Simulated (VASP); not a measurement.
# Ba (P6_3/mmc) in VASP: further runs, part 3 of 3

VASP 6.6.1.

### 5 Single point, BLYP (volume scaled by 0.96)

INCAR

```
SYSTEM = Ba
PREC = Accurate
ENCUT = 520
EDIFF = 1E-6
ISMEAR = -1
SIGMA = 0.1
LREAL = .FALSE.
LASPH = .TRUE.
NELM = 80
ALGO = Normal
ISIF = 2
LWAVE = .FALSE.
LCHARG = .TRUE.
GGA = B5
ALDAX = 1.0
AGGAX = 1.0
AGGAC = 1.0
ALDAC = 0.0
LELF = .TRUE.
LVHAR = .TRUE.
NBANDS = 17
```

KPOINTS

```
Automatic mesh
0
G
  9 9 5
  0 0 0
```

POSCAR

```
Ba
1.0
    4.4909850963      0.0000000000      0.0000000000
   -2.2454925481      3.8893071814      0.0000000000
    0.0000000000      0.0000000000      7.3487128999
Ba
2
Direct
    0.3333333333      0.6666666667      0.2500000000
    0.6666666667      0.3333333333      0.7500000000
```

Potentials or basis: VASP PAW PBE potentials, release 64 (Ba_sv).

Started as:

```bash
$ cat potpaw_PBE.64/Ba_sv/POTCAR > POTCAR
$ mpirun -np 1 vasp_std > vasp.out
```

OUTCAR:

```text
SYSTEM = Ba
   PREC = Accurate
   ENCUT = 520
   EDIFF = 1E-6
   ISMEAR = -1
   LREAL = .FALSE.
   LASPH = .TRUE.
   NELM = 80
   ISIF = 2
   GGA = B5

 ion  position               nearest neighbor table
   1  0.333  0.667  0.250-   2 4.50   2 4.50   2 4.50   2 4.50   2 4.50   2 4.50
   2  0.667  0.333  0.750-   1 4.50   1 4.50   1 4.50   1 4.50   1 4.50   1 4.50

  LATTYP: Found a hexagonal cell.
 ALAT       =     4.4909850963
 C/A-ratio  =     1.6363253813

  Lattice vectors:

 A1 = (   4.4909850963,   0.0000000000,   0.0000000000)
 A2 = (  -2.2454925481,   3.8893071814,   0.0000000000)
 A3 = (   0.0000000000,   0.0000000000,   7.3487128999)

Analysis of symmetry for initial positions (statically):
=====================================================================
 Subroutine PRICEL returns:
 Original cell was already a primitive cell.

 Routine SETGRP: Setting up the symmetry group for a
 hexagonal supercell.

 Subroutine GETGRP returns: Found 24 space group operations
 (whereof 12 operations were pure point group operations)
 out of a pool of 24 trial point group operations.

The static configuration has the point symmetry D_3d.
 The point group associated with its full space group is D_6h.

Analysis of symmetry for dynamics (positions and initial velocities):
=====================================================================
 Subroutine PRICEL returns:
 Original cell was already a primitive cell.

 Routine SETGRP: Setting up the symmetry group for a
 hexagonal supercell.

 Subroutine GETGRP returns: Found 24 space group operations
 (whereof 12 operations were pure point group operations)
 out of a pool of 24 trial point group operations.

The dynamic configuration has the point symmetry D_3d.
 The point group associated with its full space group is D_6h.

 Subroutine INISYM returns: Found 24 space group operations
 (whereof 12 operations are pure point group operations),
 and found     1 'primitive' translations

----------------------------------------------------------------------------------------

                                     Primitive cell

  volume of cell :     128.3586

  direct lattice vectors                    reciprocal lattice vectors
     4.490985096  0.000000000  0.000000000     0.222668296  0.128557601  0.000000000
    -2.245492548  3.889307181  0.000000000     0.000000000  0.257115202  0.000000000
     0.000000000  0.000000000  7.348712900     0.000000000  0.000000000  0.136078251

  length of vectors
     4.490985096  4.490985096  7.348712900     0.257115202  0.257115202  0.136078251

  position of ions in fractional coordinates (direct lattice)
     0.333333333  0.666666667  0.250000000
     0.666666667  0.333333333  0.750000000

  ion indices of the primitive-cell ions
   primitive index   ion index
                 1           1
                 2           2

----------------------------------------------------------------------------------------

 KPOINTS: Automatic mesh

Automatic generation of k-mesh.
 Grid dimensions read from file:
 generate k-points for:    9    9    5

 Generating k-lattice:

  Cartesian coordinates                     Fractional coordinates (reciprocal lattice)
     0.024740922  0.014284178  0.000000000     0.111111111 -0.000000000  0.000000000
     0.000000000  0.028568356  0.000000000     0.000000000  0.111111111  0.000000000
     0.000000000  0.000000000  0.027215650     0.000000000  0.000000000  0.200000000

  Length of vectors
     0.028568356  0.028568356  0.027215650

  Shift w.r.t. Gamma in fractional coordinates (k-lattice)
     0.000000000  0.000000000  0.000000000

 Subroutine IBZKPT returns following result:
 ===========================================

 Found     36 irreducible k-points:

 Following reciprocal coordinates:
            Coordinates               Weight
  0.000000  0.000000  0.000000      1.000000
  0.111111  0.000000  0.000000      6.000000
  0.222222  0.000000  0.000000      6.000000
  0.333333  0.000000  0.000000      6.000000
  0.444444  0.000000  0.000000      6.000000
  0.111111  0.111111  0.000000      6.000000
[... 16 lines left out ...]
  0.333333  0.222222  0.200000     24.000000
  0.333333  0.333333  0.200000      4.000000
 [... further k-points ...]
   k-points           NKPTS =     36   k-points in BZ     NKDIM =     36   number of bands    NBANDS=     17
   number of dos      NEDOS =    301   number of ions     NIONS =      2
   total plane-waves  NPLWV =  72576
   dimension x,y,z NGX =    36 NGY =   36 NGZ =   56
   dimension x,y,z NGXF=    72 NGYF=   72 NGZF=  112
   ions per type =               2
   NGX,Y,Z   is equivalent  to a cutoff of  13.33, 13.33, 12.67 a.u.
   NGXF,Y,Z  is equivalent  to a cutoff of  26.65, 26.65, 25.34 a.u.
 SYSTEM =  Ba
   PREC   = accura    normal or accurate (medium, high low for compatibility)
   ISTART =      0    job   : 0-new  1-cont  2-samecut
   ICHARG =      2    charge: 1-file 2-atom 10-const
   ISPIN  =      1    spin polarized calculation?
   LNONCOLLINEAR =      F non collinear calculations
   LSORBIT =      F    spin-orbit coupling
   LASPH  =      T    aspherical Exc in radial PAW
   ENCUT  =  520.0 eV  38.22 Ry    6.18 a.u.   8.35  8.35 13.66*2*pi/ulx,y,z
   NELM   =     80;   NELMIN=  2; NELMDL= -5     # of ELM steps
   EDIFF  = 0.1E-05   stopping-criterion for ELM
   LREAL  =      F    real-space projection
   EDIFFG = 0.1E-04   stopping-criterion for IOM
   NSW    =      0    number of steps for IOM
   IBRION =     -1    ionic relax: 0-MD 1-quasi-New 2-CG
   NFREE  =      0    steps in history (QN), initial steepest desc. (CG)
   ISIF   =      2    stress and relaxation
   ISYM   =      2    0-nonsym 1-usesym 2-fastsym
   POTIM  = 0.5000    time-step for ionic-motion
   TEBEG  =    0.0;   TEEND  =   0.0 temperature during run
   PSTRESS=    0.0 pullay stress
   NELECT =      20.0000    total number of electrons
   NUPDOWN=      -1.0000    fix difference up-down
   EMIN   =  10.00;   EMAX   =-10.00  energy-range for DOS
   EFERMI =   0.00;   METHOD = LEGACY
   ISMEAR =    -1;   SIGMA  =   0.10  broadening in eV -4-tet -1-fermi 0-gaus
   EFERMI_NEDOS =   21; number of points for ismear=-14 and -15
   IALGO  =     38    algorithm
   IMIX   =      4    mixing-type and parameters
     AMIX     =   0.40;   BMIX     =  1.00
     AMIX_MAG =   1.60;   BMIX_MAG =  1.00
  volume/ion in A,a.u.               =      64.18       433.10
  Fermi-wavevector in a.u.,A,eV,Ry     =   0.880933  1.664723 10.558717  0.776044
  Thomas-Fermi vector in A             =   2.001361
   LORBIT       =      0    0 simple, 1 ext, 2 COOP (PROOUT), +10 PAW based schemes
   GGA     = B5    functional components
   LHFCALC =     F    Hartree Fock is set to
   AEXX    =    0.0000 exact exchange contribution
   IVDW    =     0    specifies the selected vdW correction
   LEPSILON=     F    determine dielectric tensor
   LRPA    =     F    only Hartree local field effects (RPA)
 non-spin polarized calculation
  energy-cutoff  :      520.00
  volume of cell :      128.36
 maximum number of plane-waves:      3484
 NGX is ok and might be reduce to    36
   NGX = 17   NGY = 17   NGZ = 27

 number of electron      20.0000000 magnetization

 Free energy of the ion-electron system (eV)
  ---------------------------------------------------
  ext. energy  EPLUGINS =         0.00000000
  ---------------------------------------------------
  free energy    TOTEN  =        -2.51644137 eV

  energy without entropy =       -2.40141646  energy(sigma->0) =       -2.45892891

 E-fermi :   2.0934     XC(G=0):  -6.8682

 val. band max:        2.0768692195   @ k =   0.3333   0.3333   0.2000
 cond. band min:       2.1146597203   @ k =   0.2222   0.2222   0.0000
 fundamental gap:      0.0377905008
 Fermi energy:         2.0934087468

 k-point     1 :       0.0000    0.0000    0.0000
  band No.  band energies     occupation
      1     -26.8838      2.00000
      2     -26.8471      2.00000
      3     -12.3354      2.00000
      4     -11.9641      2.00000
      5     -11.9641      2.00000
      6     -11.9073      2.00000
[... 9 lines left out ...]
     16       4.1150      0.00000
     17       4.6065      0.00000

 k-point     2 :       0.1111    0.0000    0.0000
  band No.  band energies     occupation
      1     -26.8800      2.00000
      2     -26.8452      2.00000
      3     -12.3188      2.00000
      4     -12.0040      2.00000
      5     -11.9765      2.00000
      6     -11.9486      2.00000
[... 9 lines left out ...]
     16       4.2942      0.00000
     17       4.3336      0.00000
[... 421 lines left out ...]
 k-point    24 :       0.3333    0.3333    0.2000
  band No.  band energies     occupation
      1     -26.8375      2.00000
      2     -26.8375      2.00000
      3     -12.2172      2.00000
      4     -12.2074      2.00000
      5     -12.2074      2.00000
      6     -12.1139      2.00000
[... 9 lines left out ...]
     16       5.3446      0.00000
     17       5.8531      0.00000

 [... further k-points ...]
[... 5 lines left out ...]
  --------------------------------------------------------------------------------------
  -------------------------------------------------------------------------------------
  Total        0.3395493      0.3395493      0.3311281      0.0000000      0.0000000     -0.0000000
  in kB        4.2382670      4.2382670      4.1331531      0.0000000      0.0000000     -0.0000000
  external PRESSURE =       4.2032290 kB  Pullay stress =       0.0000000 kB

 VOLUME and BASIS-vectors are now :
 -----------------------------------------------------------------------------
  energy-cutoff  :      520.00
  volume of cell :      128.36
      direct lattice vectors                 reciprocal lattice vectors
     4.490985096  0.000000000  0.000000000     0.222668296  0.128557601  0.000000000
    -2.245492548  3.889307181  0.000000000     0.000000000  0.257115202  0.000000000
     0.000000000  0.000000000  7.348712900     0.000000000  0.000000000  0.136078251

 POSITION                                       TOTAL-FORCE (eV/Angst)
 -----------------------------------------------------------------------------------
     -0.00000      2.59287      1.83718         0.000000     -0.000000      0.000000
      2.24549      1.29644      5.51153        -0.000000      0.000000      0.000000
 -----------------------------------------------------------------------------------
    total drift:                               -0.000000      0.000000     -0.000000

  FREE ENERGIE OF THE ION-ELECTRON SYSTEM (eV)
  ---------------------------------------------------
  free  energy   TOTEN  =        -2.5164413668 eV

  energy  without entropy=       -2.4014164566  energy(sigma->0) =       -2.45892891
```

OSZICAR:

```text
N       E                     dE             d eps       ncg     rms          rms(c)
DAV:   1     0.148233325210E+03    0.14823E+03   -0.83180E+03  1224   0.960E+02
DAV:   2     0.786274723534E+01   -0.14037E+03   -0.13704E+03  1822   0.194E+02
DAV:   3    -0.209962256223E+01   -0.99624E+01   -0.99178E+01  1574   0.558E+01
DAV:   4    -0.251105855441E+01   -0.41144E+00   -0.41114E+00  1984   0.791E+00
DAV:   5    -0.251365722347E+01   -0.25987E-02   -0.25983E-02  1555   0.729E-01    0.258E+00
DAV:   6    -0.251130791918E+01    0.23493E-02   -0.10041E-02  1607   0.952E-01    0.155E+00
DAV:   7    -0.251525949287E+01   -0.39516E-02   -0.28642E-02  1434   0.164E+00    0.965E-02
DAV:   8    -0.251639672512E+01   -0.11372E-02   -0.24789E-03  1596   0.359E-01    0.368E-02
DAV:   9    -0.251641818085E+01   -0.21456E-04   -0.92695E-05  1990   0.404E-02    0.142E-02
DAV:  10    -0.251643950314E+01   -0.21322E-04   -0.43873E-05  1534   0.420E-02    0.410E-03
DAV:  11    -0.251644126905E+01   -0.17659E-05   -0.99164E-06  1252   0.126E-02    0.191E-03
DAV:  12    -0.251644136675E+01   -0.97709E-07   -0.35119E-07  1066   0.445E-03
   1 F= -.25164414E+01 E0= -.24589289E+01  d E =-.115025E+00
```

Run time: 80 s. Hardware: 1 thread of AMD EPYC 7R43 (Zen 3), shared host; peak memory 0.23 GiB.

What came out:

```yaml
Free_energy: -2.5164 eV
Pressure: 0.4 GPa
Band_gap_on_the_k_mesh: zero (band 10 reaches 2.22 eV, above the bottom of band 11 at 1.92 eV)
```

Caveat: the PAW data sets were made with another functional, which shifts forces and pressure a little; spin-orbit coupling is left out, which moves the levels of the heavy elements.

### 6 Single point, BLYP

INCAR

```
SYSTEM = Ba
AGGAC = 1.0
AGGAX = 1.0
ALDAC = 0.0
ALDAX = 1.0
ALGO = Normal
EDIFF = 1E-7
ENCUT = 520
GGA = B5
ISIF = 2
ISMEAR = -1
LASPH = .True.
LCHARG = .True.
LELF = .True.
LREAL = .False.
LVHAR = .True.
LWAVE = .False.
NBANDS = 17
NELM = 80
PREC = Accurate
SIGMA = 0.1
```

KPOINTS

```
k-points
0
Gamma
  9 9 5
  0 0 0
```

POSCAR

```
Ba
1.0
    4.5525130858      0.0000000000      0.0000000000
   -2.2762565429      3.9425919834      0.0000000000
    0.0000000000      0.0000000000      7.4493927108
Ba
2
Direct
    0.3333333333      0.6666666667      0.2500000000
    0.6666666667      0.3333333333      0.7500000000
```

Potentials or basis: VASP PAW PBE potentials, release 64 (Ba_sv).

Started as:

```bash
$ cat potpaw_PBE.64/Ba_sv/POTCAR > POTCAR
$ mpirun -np 1 vasp_std > vasp.out
```

It took 98 s on 1 thread of AMD EPYC 7R43 (Zen 3), shared host; peak memory 0.23 GiB.

The run converged. Its results:

```yaml
Free_energy: -2.5247 eV
Pressure: 0.1 GPa
Band_gap_on_the_k_mesh: zero (band 10 reaches 2.05 eV, above the bottom of band 11 at 1.82 eV)
```

Levels at points of the mesh, in eV from the Fermi level:
```
           k point  band 7  band 8  band 9  band 10  band 11  band 12  band 13  band 14
(0.00, 0.00, 0.00)  -14.09  -14.09   -2.68    -0.93     1.05     1.57     1.59     1.59
```

Caveat: the PAW data sets were made with another functional, which shifts forces and pressure a little; spin-orbit coupling is left out, which moves the levels of the heavy elements.

### 7 The runs side by side

| cell | k mesh | gap on the mesh (eV) | pressure (GPa) |
| --- | --- | --- | --- |
| a = 4.553, b = 4.553, c = 7.449 Å, angles 90.0, 90.0, 120.0°, 2 atoms | 8 × 8 × 5 | none | 0.1 |
| a = 4.363, b = 4.363, c = 7.139 Å, angles 90.0, 90.0, 120.0°, 2 atoms | 9 × 9 × 5 | none | 1.3 |
| a = 4.428, b = 4.428, c = 7.245 Å, angles 90.0, 90.0, 120.0°, 2 atoms | 9 × 9 × 5 | none | 0.8 |
| a = 4.491, b = 4.491, c = 7.349 Å, angles 90.0, 90.0, 120.0°, 2 atoms | 9 × 9 × 5 | none | 0.4 |
| a = 4.553, b = 4.553, c = 7.449 Å, angles 90.0, 90.0, 120.0°, 2 atoms | 9 × 9 × 5 | none | 0.1 |

Alike in all rows: task single point; level BLYP; potentials or basis VASP PAW PBE potentials, release 64 (Ba_sv); no spin polarisation; cutoff (eV) 520; smearing fermi-dirac 0.1 eV.

Caveats: the PAW data sets were made with another functional, which shifts forces and pressure a little; spin-orbit coupling is left out, which moves the levels of the heavy elements.

Total energies depend on the potentials used, so only differences within one code and one set of settings carry meaning.
